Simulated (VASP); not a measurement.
# DyBe in VASP: single point with PBE

Aim: the single point of DyBe with PBE.

Program: VASP 6.6.1. These are calculated values, not measurements. Logs are shortened: lines on timing, memory, paths and dates and some standing lists are left out, and cuts for length are marked.

### Step 1. The cell of the first run

The typed cell holds 8 atoms: a = 3.374 Å, b = 6.824 Å, c = 6.823 Å, α = 89.97°, β = 89.97°, γ = 90.00°.

### Step 2. Single point, PBE

The input, INCAR:

```
SYSTEM = DyBe
ALGO     = Normal         ! electronic algorithm
EDIFF    = 1E-6           ! SCF threshold, eV
ENCUT    = 600            ! plane-wave cutoff, eV
GGA      = PE             ! functional
GGA_COMPAT= .False.      
ISIF     = 2              ! what is computed and relaxed
ISMEAR   = 0              ! smearing method
LASPH    = .True.         ! aspherical terms in the spheres
LCHARG   = .False.        ! write CHGCAR
LMAXMIX  = 6              ! l up to which the mixer works
LREAL    = .False.        ! projectors in reciprocal space
LWAVE    = .False.        ! write WAVECAR
NBANDS   = 32             ! bands
NELM     = 200            ! most SCF steps
PREC     = Accurate       ! precision mode
SIGMA    = 0.2            ! smearing width, eV
```

The input, KPOINTS:

```
k-points
0
Gamma
  6 4 4
  0 0 0
```

The input, POSCAR:

```
DyBe
1.0
    3.3743233163     -0.0001768202      0.0013016982
   -0.0001920610      6.8237405717      0.0018944532
    0.0013791226      0.0019028418      6.8226691907
Dy Be
4 4
Direct
    1.0003416217      0.5003421121      0.5005942330
   -0.0003444088      0.4996396583      0.9994075402
    0.9996595409      0.9996545965      0.4993872059
    0.0003447230      0.0003615113      0.0006195308
    0.4999837570      0.2514535684      0.2508231557
    0.5000207862      0.2484580692      0.7491758453
    0.5000145897      0.7485541565      0.2491173022
    0.4999793901      0.7515363279      0.7508751869
```

Potentials or basis: VASP PAW PBE potentials, release 64 (Dy_3, Be), 4f in core.

Started as:

```sh
$ cat potpaw_PBE.64/Dy_3/POTCAR potpaw_PBE.64/Be/POTCAR > POTCAR
$ mpirun -np 1 vasp_std > vasp.out
```

OUTCAR:

```text
SYSTEM = DyBe
   EDIFF = 1E-6
   ENCUT = 600
   GGA = PE
   ISIF = 2
   ISMEAR = 0
   LASPH = .True.
   LREAL = .False.
   NELM = 200
   PREC = Accurate

 ion  position               nearest neighbor table
   1  0.000  0.500  0.501-   5 2.94   5 2.94   7 2.94   7 2.94   6 2.95   6 2.95   8 2.95   8 2.95
                             2 3.40   3 3.41   3 3.42   2 3.42
   2  1.000  0.500  0.999-   7 2.94   7 2.94   5 2.94   5 2.94   8 2.94   8 2.95   6 2.95   6 2.95
                             1 3.40   4 3.41   4 3.42   1 3.42
   3  1.000  1.000  0.499-   6 2.94   6 2.94   8 2.94   8 2.94   5 2.94   5 2.94   7 2.95   7 2.95
                             4 3.40   1 3.41   1 3.42   4 3.42
   4  0.000  0.000  0.001-   8 2.94   8 2.94   6 2.94   6 2.94   7 2.94   7 2.94   5 2.95   5 2.95
                             3 3.40   2 3.41   2 3.42   3 3.42
   5  0.500  0.251  0.251-   1 2.94   1 2.94   2 2.94   2 2.94   3 2.94   3 2.94   4 2.95   4 2.95

   6  0.500  0.248  0.749-   3 2.94   3 2.94   4 2.94   4 2.94   1 2.95   1 2.95   2 2.95   2 2.95

   7  0.500  0.749  0.249-   2 2.94   2 2.94   1 2.94   1 2.94   4 2.94   4 2.94   3 2.95   3 2.95

   8  0.500  0.752  0.751-   4 2.94   4 2.94   3 2.94   3 2.94   2 2.94   2 2.95   1 2.95   1 2.95

  LATTYP: Found a triclinic cell.
 ALAT       =     3.3743235720
 B/A-ratio  =     2.8443213109
 C/A-ratio  =     2.0219369749
 COS(alpha) =     0.0000177025
 COS(beta)  =     0.0005878893
 COS(gamma) =     0.7032126306

  Lattice vectors:

 A1 = (  -3.3743233163,   0.0001768202,  -0.0013016982)
 A2 = (  -6.7488386936,   6.8240942121,  -0.0007089432)
 A3 = (  -0.0013791226,  -0.0019028418,  -6.8226691907)

Analysis of symmetry for initial positions (statically):
=====================================================================
 Subroutine PRICEL returns:
 Original cell was already a primitive cell.

 Routine SETGRP: Setting up the symmetry group for a
 triclinic supercell.

 Subroutine GETGRP returns: Found  1 space group operations
 (whereof  1 operations were pure point group operations)
 out of a pool of  2 trial point group operations.

The static configuration has the point symmetry C_1 .

Analysis of symmetry for dynamics (positions and initial velocities):
=====================================================================
 Subroutine PRICEL returns:
 Original cell was already a primitive cell.

 Routine SETGRP: Setting up the symmetry group for a
 triclinic supercell.

 Subroutine GETGRP returns: Found  1 space group operations
 (whereof  1 operations were pure point group operations)
 out of a pool of  2 trial point group operations.

The dynamic configuration has the point symmetry C_1 .

 Subroutine INISYM returns: Found  1 space group operations
 (whereof  1 operations are pure point group operations),
[... 114 lines left out ...]
   ISIF   =      2    stress and relaxation
   ISYM   =      2    0-nonsym 1-usesym 2-fastsym
   POTIM  = 0.5000    time-step for ionic-motion
   TEBEG  =    0.0;   TEEND  =   0.0 temperature during run
   PSTRESS=    0.0 pullay stress
   NELECT =      44.0000    total number of electrons
   NUPDOWN=      -1.0000    fix difference up-down
   EMIN   =  10.00;   EMAX   =-10.00  energy-range for DOS
   EFERMI =   0.00;   METHOD = LEGACY
   ISMEAR =     0;   SIGMA  =   0.20  broadening in eV -4-tet -1-fermi 0-gaus
   EFERMI_NEDOS =   21; number of points for ismear=-14 and -15
   IALGO  =     38    algorithm
   IMIX   =      4    mixing-type and parameters
     AMIX     =   0.40;   BMIX     =  1.00
     AMIX_MAG =   1.60;   BMIX_MAG =  1.00
  volume/ion in A,a.u.               =      19.64       132.52
  Fermi-wavevector in a.u.,A,eV,Ry     =   1.071119  2.024122 15.609922  1.147297
  Thomas-Fermi vector in A             =   2.206850
   LORBIT       =      0    0 simple, 1 ext, 2 COOP (PROOUT), +10 PAW based schemes
   GGA     = PE    functional components
   LHFCALC =     F    Hartree Fock is set to
   AEXX    =    0.0000 exact exchange contribution
   IVDW    =     0    specifies the selected vdW correction
   LEPSILON=     F    determine dielectric tensor
   LRPA    =     F    only Hartree local field effects (RPA)
 non-spin polarized calculation
 Gauss-broadening in eV      SIGMA  =   0.20
  energy-cutoff  :      600.00
  volume of cell :      157.10
 maximum number of plane-waves:      5272
   NGX = 13   NGY = 27   NGZ = 27

 number of electron      43.9999998 magnetization

 Free energy of the ion-electron system (eV)
  ---------------------------------------------------
  ext. energy  EPLUGINS =         0.00000000
  ---------------------------------------------------
  free energy    TOTEN  =       -32.44057379 eV

  energy without entropy =      -32.29278333  energy(sigma->0) =      -32.36667856

 E-fermi :   3.5894     XC(G=0): -10.1278

 val. band max:        3.5820318784   @ k =   0.1667   0.0000   0.0000
 cond. band min:       3.5914818276   @ k =  -0.0000   0.5000   0.5000
 fundamental gap:      0.0094499492
 Fermi energy:         3.5893944114

 k-point     1 :       0.0000    0.0000    0.0000
  band No.  band energies     occupation
      1     -19.5982      2.00000
      2     -19.5977      2.00000
      3     -19.5168      2.00000
      4     -19.5161      2.00000
      5     -19.0453      2.00000
      6     -19.0449      2.00000
[... 829 lines left out ...]
     31       6.8996      0.00000
     32       7.3299      0.00000

 [... further k-points ...]
[... 5 lines left out ...]
  --------------------------------------------------------------------------------------
  -------------------------------------------------------------------------------------
  Total        0.1252341      0.1768091      0.1933524      0.0042253     -0.0238818     -0.0314791
  in kB        1.2772318      1.8032321      1.9719534      0.0430924     -0.2435647     -0.3210479
  external PRESSURE =       1.6841391 kB  Pullay stress =       0.0000000 kB

 VOLUME and BASIS-vectors are now :
 -----------------------------------------------------------------------------
  energy-cutoff  :      600.00
  volume of cell :      157.10
      direct lattice vectors                 reciprocal lattice vectors
     3.374323316 -0.000176820  0.001301698     0.296355739  0.000008358 -0.000059907
    -0.000192061  6.823740572  0.001894453     0.000007695  0.146547201 -0.000040874
     0.001379123  0.001902842  6.822669191    -0.000056544 -0.000040693  0.146570225

 POSITION                                       TOTAL-FORCE (eV/Angst)
 -----------------------------------------------------------------------------------
      0.00175      3.41516      3.41634        -0.001990     -0.000316     -0.000076
      3.37444      3.41114      6.82087         0.002030      0.001240     -0.000102
      3.37367      6.82216      3.41035         0.001971      0.000392      0.000966
      0.00116      0.00247      0.00423        -0.002045     -0.001231     -0.001229
      1.68740      1.71624      1.71241         0.000276     -0.000777      0.000136
      1.68822      1.69675      5.11250        -0.000333      0.001939     -0.000013
      1.68741      5.10832      1.70171        -0.000249      0.000542      0.001110
      1.68798      5.12963      5.12505         0.000340     -0.001789     -0.000792
 -----------------------------------------------------------------------------------
    total drift:                               -0.000002     -0.000030     -0.000049

  FREE ENERGIE OF THE ION-ELECTRON SYSTEM (eV)
  ---------------------------------------------------
  free  energy   TOTEN  =       -32.4405737948 eV

  energy  without entropy=      -32.2927833315  energy(sigma->0) =      -32.36667856
```

stdout:

```text
POSCAR found type information on POSCAR DyBe
 POSCAR found :  2 types and       8 ions
 scaLAPACK will be used
 LDA part: xc-table for (Slater+PW92), standard interpolation
 POSCAR, INCAR and KPOINTS ok, starting setup
 FFT: planning ... GRIDC
 FFT: planning ... GRID_SOFT
 FFT: planning ... GRID
 WAVECAR not read
 entering main loop
```

Wall time 2.5 min (1 thread of AMD EPYC 9R45 (Zen 5), shared host); peak memory 0.4 GiB.

What came out:

| Quantity | Value |
| --- | --- |
| Free energy | -32.4406 eV |
| Pressure | 0.2 GPa |
| Band gap on the k mesh | zero (bands 22 and 23 overlap by 1.15 eV) |

Forces in eV/Å, atoms in the order of the input:
```
Dy  -0.002  0.000  0.000
Dy   0.002  0.001  0.000
Dy   0.002  0.000  0.001
Dy  -0.002 -0.001 -0.001
Be   0.000 -0.001  0.000
Be   0.000  0.002  0.000
Be   0.000  0.001  0.001
Be   0.000 -0.002 -0.001
```

Levels at points of the mesh, in eV from the Fermi level:
```csv
k point,band 19,band 20,band 21,band 22,band 23,band 24,band 25,band 26
"(0.00, 0.00, 0.00)",-0.21,-0.21,0.05,0.06,0.07,0.70,0.70,1.47
"(0.50, 0.00, 0.00)",-2.18,0.06,0.06,0.12,0.12,0.13,0.14,0.76
"(0.00, 0.50, 0.00)",-0.70,-0.70,0.19,0.19,0.54,0.54,1.27,1.27
"(0.50, 0.50, 0.00)",-1.31,-1.31,-1.30,-1.30,0.57,0.57,1.36,1.36
"(0.00, 0.00, 0.50)",-0.70,-0.70,0.19,0.19,0.54,0.54,1.27,1.28
"(0.50, 0.00, 0.50)",-1.31,-1.31,-1.30,-1.30,0.57,0.58,1.36,1.36
"(0.00, 0.50, 0.50)",-0.75,-0.74,-0.01,0.00,0.02,0.04,1.64,1.66
"(0.50, 0.50, 0.50)",-1.65,-1.65,-0.87,-0.86,-0.86,-0.86,2.48,2.48
```

Caveat: spin-orbit coupling is left out, which moves the levels of the heavy elements; the 4f electrons are frozen in the core, so they carry no moment and show no levels. Spin polarisation is off, so any magnetic state and its effect on volume and gap are missing.
